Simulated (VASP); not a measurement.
# LiYbO3 in VASP: single point with PBE

Aim: the single point of LiYbO3 with PBE.

Program: VASP 6.6.1. These are calculated values, not measurements. Logs are shortened: lines on timing, memory, paths and dates and some standing lists are left out, and cuts for length are marked.

## (1) The cell of the first run

The typed cell holds 10 atoms: a = 5.415 Å, b = 5.415 Å, c = 5.681 Å, α = 118.47°, β = 90.00°, γ = 120.00°.

## (2) Single point, PBE

POSCAR reads:

```
LiYbO3
1.0
    5.4153637500      0.0000000000      0.0000000000
   -2.7076823800      4.6898471300      0.0000000000
    0.0000000000     -3.1265614000      4.7426540100
O Yb Li
6 2 2
Direct
    0.1243000000      0.4999000000      0.2499000000
    0.7500000000      0.8743000000      0.2499000000
    0.3756000000      0.1256000000      0.2499000000
    0.2500000000      0.1256000000      0.7499000000
    0.8756000000      0.4999000000      0.7499000000
    0.6243000000      0.8743000000      0.7499000000
    0.0000000000      0.0000000000      0.0000000000
    0.5000000000      0.0000000000      0.5000000000
    0.2500000000      0.5000000000      0.7500000000
    0.7500000000      0.5000000000      0.2500000000
```

INCAR.step1 reads:

```
SYSTEM = LiYbO3
PREC     = Accurate       ! precision mode
ENCUT    = 520            ! plane-wave cutoff, eV
EDIFF    = 1E-7           ! SCF threshold, eV
ISMEAR   = -1             ! smearing method
SIGMA    = 0.0447         ! smearing width, eV
LREAL    = .False.        ! projectors in reciprocal space
LASPH    = .True.         ! aspherical terms in the spheres
NELM     = 80             ! most SCF steps
ALGO     = Normal         ! electronic algorithm
ISIF     = 2              ! what is computed and relaxed
LWAVE    = .False.        ! write WAVECAR
LCHARG   = .True.         ! write CHGCAR
LMAXMIX  = 6              ! l up to which the mixer works
GGA      = PE             ! functional
NELECT   = 88.0         
NBANDS   = 56             ! bands
```

KPOINTS.step1 reads:

```
regular mesh
0
Gamma
  5 5 5
  0 0 0
```

INCAR.step2 reads:

```
SYSTEM = LiYbO3
PREC     = Accurate       ! precision mode
ENCUT    = 520            ! plane-wave cutoff, eV
EDIFF    = 1E-7           ! SCF threshold, eV
ISMEAR   = -5             ! smearing method
SIGMA    = 0.0447         ! smearing width, eV
LREAL    = .False.        ! projectors in reciprocal space
LASPH    = .True.         ! aspherical terms in the spheres
NELM     = 80             ! most SCF steps
ALGO     = Normal         ! electronic algorithm
ISIF     = 2              ! what is computed and relaxed
LWAVE    = .False.        ! write WAVECAR
LCHARG   = .False.        ! write CHGCAR
LMAXMIX  = 6              ! l up to which the mixer works
GGA      = PE             ! functional
LORBIT   = 11             ! projections on sites
NEDOS    = 1001           ! points of the DOS
ICHARG   = 11             ! starting density
NELECT   = 88.0
```

KPOINTS.step2 reads:

```
regular mesh
0
Gamma
  8 8 8
  0 0 0
```

Potentials or basis: VASP PAW PBE potentials, release 64 (O, Yb, Li_sv).

Command:

```bash
$ cat potpaw_PBE.64/O/POTCAR potpaw_PBE.64/Yb/POTCAR potpaw_PBE.64/Li_sv/POTCAR > POTCAR
$ cp INCAR.step1 INCAR
$ cp KPOINTS.step1 KPOINTS
$ mpirun -np 1 vasp_std > vasp.out
$ cp INCAR.step2 INCAR
$ cp KPOINTS.step2 KPOINTS
$ mpirun -np 1 vasp_std > vasp.out
```

OUTCAR:

```text
SYSTEM = LiYbO3
   PREC = Accurate
   ENCUT = 520
   EDIFF = 1E-7
   ISMEAR = -5
   LREAL = .False.
   LASPH = .True.
   NELM = 80
   ISIF = 2
   GGA = PE
   LORBIT = 11
   ICHARG = 11
   NELECT = 88.0

 ion  position               nearest neighbor table
   1  0.124  0.500  0.250-  10 2.03   7 2.08   8 2.08
   2  0.750  0.874  0.250-  10 2.03   7 2.08   8 2.08
   3  0.376  0.126  0.250-  10 2.03   7 2.08   8 2.08
   4  0.250  0.126  0.750-   9 2.03   8 2.08   7 2.08
   5  0.876  0.500  0.750-   9 2.03   8 2.08   7 2.08
   6  0.624  0.874  0.750-   9 2.03   8 2.08   7 2.08
   7  0.000  0.000  0.000-   3 2.08   2 2.08   1 2.08   6 2.08   4 2.08   5 2.08
   8  0.500  0.000  0.500-   4 2.08   6 2.08   5 2.08   2 2.08   3 2.08   1 2.08
   9  0.250  0.500  0.750-   5 2.03   6 2.03   4 2.03
  10  0.750  0.500  0.250-   1 2.03   3 2.03   2 2.03

  LATTYP: Found a trigonal (rhomboedric) cell.
 ALAT       =     5.6805081818
 COS(alpha) =     0.5455860042

  Lattice vectors:

 A1 = (  -2.7076823800,   1.5632857300,   4.7426540100)
 A2 = (   0.0000000000,  -3.1265614000,   4.7426540100)
 A3 = (   2.7076813700,   1.5632857300,   4.7426540100)

Analysis of symmetry for initial positions (statically):
=====================================================================
 Subroutine PRICEL returns:
 Original cell was already a primitive cell.

 Routine SETGRP: Setting up the symmetry group for a
 trigonal (rhombohedral) supercell.

 Subroutine GETGRP returns: Found  6 space group operations
 (whereof  3 operations were pure point group operations)
 out of a pool of 12 trial point group operations.

The static configuration has the point symmetry C_3 .
 The point group associated with its full space group is C_3v.

Analysis of symmetry for dynamics (positions and initial velocities):
=====================================================================
 Subroutine PRICEL returns:
 Original cell was already a primitive cell.

 Routine SETGRP: Setting up the symmetry group for a
 trigonal (rhombohedral) supercell.

 Subroutine GETGRP returns: Found  6 space group operations
 (whereof  3 operations were pure point group operations)
 out of a pool of 12 trial point group operations.

The dynamic configuration has the point symmetry C_3 .
 The point group associated with its full space group is C_3v.

 Subroutine INISYM returns: Found  6 space group operations
 (whereof  3 operations are pure point group operations),
 and found     1 'primitive' translations

[... 139 lines left out ...]
   AEXX    =    0.0000 exact exchange contribution
   IVDW    =     0    specifies the selected vdW correction
   LEPSILON=     F    determine dielectric tensor
   LRPA    =     F    only Hartree local field effects (RPA)
 non-spin polarized calculation
 Fermi weights with tetrahedron method with Bloechl corrections
  energy-cutoff  :      520.00
  volume of cell :      120.45
 maximum number of plane-waves:      3260

 number of electron      87.9999976 magnetization

 Free energy of the ion-electron system (eV)
  ---------------------------------------------------
  ext. energy  EPLUGINS =         0.00000000
  ---------------------------------------------------
  free energy    TOTEN  =       -56.16427470 eV

  energy without entropy =      -56.16427470  energy(sigma->0) =      -56.16427470

 E-fermi :  -0.6833     XC(G=0): -10.0995

 val. band max:       -0.6647154557   @ k =   0.5000   0.2500   0.1250
 cond. band min:      -0.6889958849   @ k =   0.1250   0.1250   0.1250
 fundamental gap:     -0.0242804292
 Fermi energy:        -0.6833140939

 k-point     1 :       0.0000    0.0000    0.0000
  band No.  band energies     occupation
      1     -50.5384      2.00000
      2     -50.5254      2.00000
      3     -42.3916      2.00000
      4     -42.3905      2.00000
      5     -23.1473      2.00000
      6     -23.1469      2.00000
[... 1309 lines left out ...]
     51       8.0581      0.00000
     52       8.5570      0.00000

 [... further k-points ...]

------------------------ aborting loop because EDIFF is reached ----------------------------------------

  FORCE on cell =-STRESS in cart. coord.  units (eV):
  Direction    XX          YY          ZZ          XY          YZ          ZX
  --------------------------------------------------------------------------------------
  -------------------------------------------------------------------------------------
  Total       -5.1772215     -5.1772316     -6.9998125      0.0000006     -0.0000049      0.0000005
  in kB      -68.8651608    -68.8652945    -93.1084773      0.0000074     -0.0000658      0.0000066
  external PRESSURE =     -76.9463109 kB  Pullay stress =       0.0000000 kB

 VOLUME and BASIS-vectors are now :
 -----------------------------------------------------------------------------
  energy-cutoff  :      520.00
  volume of cell :      120.45
      direct lattice vectors                 reciprocal lattice vectors
     5.415363750  0.000000000  0.000000000     0.184659802  0.106613303  0.070284072
    -2.707682380  4.689847130  0.000000000     0.000000000  0.213226566  0.140568119
     0.000000000 -3.126561400  4.742654010     0.000000000  0.000000000  0.210852404

 POSITION                                       TOTAL-FORCE (eV/Angst)
 -----------------------------------------------------------------------------------
     -0.68044      1.56313      1.18519        -0.597760      0.005906      0.004201
      1.69420      3.31901      1.18519         0.293766     -0.520628      0.004201
      1.69393     -0.19228      1.18519         0.303994      0.514723      0.004201
      1.01376     -1.75556      3.55652        -0.303994      0.514723      0.004201
      3.38812     -0.00015      3.55652         0.597760      0.005906      0.004201
      1.01348      1.75572      3.55652        -0.293766     -0.520628      0.004201
      0.00000      0.00000      0.00000         0.000000     -0.000000     -0.012893
      2.70768     -1.56328      2.37133         0.000000     -0.000000     -0.012893
     -0.00000      0.00000      3.55699        -0.000000      0.000000      0.000290
      2.70768      1.56328      1.18566        -0.000000      0.000000      0.000290
 -----------------------------------------------------------------------------------
    total drift:                               -0.000000      0.000003     -0.000105

  FREE ENERGIE OF THE ION-ELECTRON SYSTEM (eV)
  ---------------------------------------------------
  free  energy   TOTEN  =       -56.1642747049 eV

  energy  without entropy=      -56.1642747049  energy(sigma->0) =      -56.16427470

 total charge

# of ion       s       p       d       f       tot
--------------------------------------------------
    1        1.597   3.250   0.000   0.000   4.847
    2        1.597   3.250   0.000   0.000   4.847
    3        1.597   3.250   0.000   0.000   4.847
    4        1.597   3.250   0.000   0.000   4.847
    5        1.597   3.250   0.000   0.000   4.847
    6        1.597   3.250   0.000   0.000   4.847
    7        2.191   6.183   0.816  13.099  22.290
    8        2.191   6.183   0.816  13.099  22.290
    9        2.006   0.032   0.000   0.000   2.038
   10        2.006   0.032   0.000   0.000   2.038
--------------------------------------------------
tot         17.975  31.930   1.633  26.197  77.736
```

OUTCAR.step1:

```text
SYSTEM = LiYbO3
   PREC = Accurate
   ENCUT = 520
   EDIFF = 1E-7
   ISMEAR = -1
   LREAL = .False.
[... 1369 lines left out ...]
      2.70768     -1.56328      2.37133         0.000000     -0.000000     -0.012884
     -0.00000      0.00000      3.55699        -0.000000      0.000000      0.000259
      2.70768      1.56328      1.18566        -0.000000      0.000000      0.000259
 -----------------------------------------------------------------------------------
    total drift:                               -0.000000      0.000003     -0.000098

  FREE ENERGIE OF THE ION-ELECTRON SYSTEM (eV)
  ---------------------------------------------------
  free  energy   TOTEN  =       -56.2427551777 eV

  energy  without entropy=      -56.0919183937  energy(sigma->0) =      -56.16733679
```

Wall time 21 min (1 thread of Intel Xeon Platinum 8259CL at 2.50GHz (Skylake/Cascade Lake), shared host); peak memory 0.49 GiB.

What came out:

```yaml
Valence_electrons_inside_the_program's_atomic_spheres: O 4.85; Yb 22.29; Li 2.04
```

Caveat: the cell carries a net charge on a neutralising background, which shifts energy and pressure; the cell is charged against a uniform background, so pressure and absolute levels hang on convention; the cutoff is under 1.25 times the usual one of these potentials, so pressure, stress and relaxed cells hold a basis-set (Pulay) error; spin-orbit coupling is left out, which moves the levels of the heavy elements. Spin polarisation is off, so any magnetic state and its effect on volume and gap are missing.
